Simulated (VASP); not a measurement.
A run of VASP 6.6.1 is set up as follows.

INCAR

```
  PREC = Accurate
  ENCUT = 600
  EDIFF = 1E-6
  ISMEAR = -1
  SIGMA = 0.05
  LREAL = F
  LASPH = T
  NELM = 200
  ALGO = Normal
  ISIF = 2
  LWAVE = F
  LCHARG = T
  ISPIN = 2
  MAGMOM = 0.5 0
  LORBIT = 11
  NUPDOWN = 0.5
  LMAXMIX = 4
  GGA = PE
  LELF = T
  LVHAR = T
  NBANDS = 21
  GGA_COMPAT = F
```

File KPOINTS:

```
regular mesh
0
Gamma
  8 8 8
```

The input POSCAR:

```
AlCo
1.0
    2.8194032100      0.0000000000      0.0000000000
    0.0000000000      2.8194032100      0.0000000000
    0.0000000000      0.0000000000      2.8194032100
Co Al
1 1
Direct
    0.5000000000      0.5000000000      0.5000000000
    0.0000000000      0.0000000000      0.0000000000
```

Potentials or basis: VASP PAW PBE potentials, release 64 (Co_sv, Al).

Command:

```sh
$ cat potpaw_PBE.64/Co_sv/POTCAR potpaw_PBE.64/Al/POTCAR > POTCAR
$ mpirun -np 1 vasp_std > vasp.out
```

Problem. What does it give for the pressure?

Solution. 7.5 GPa.

Caveat: the total moment is fixed, so each spin has its own Fermi level.
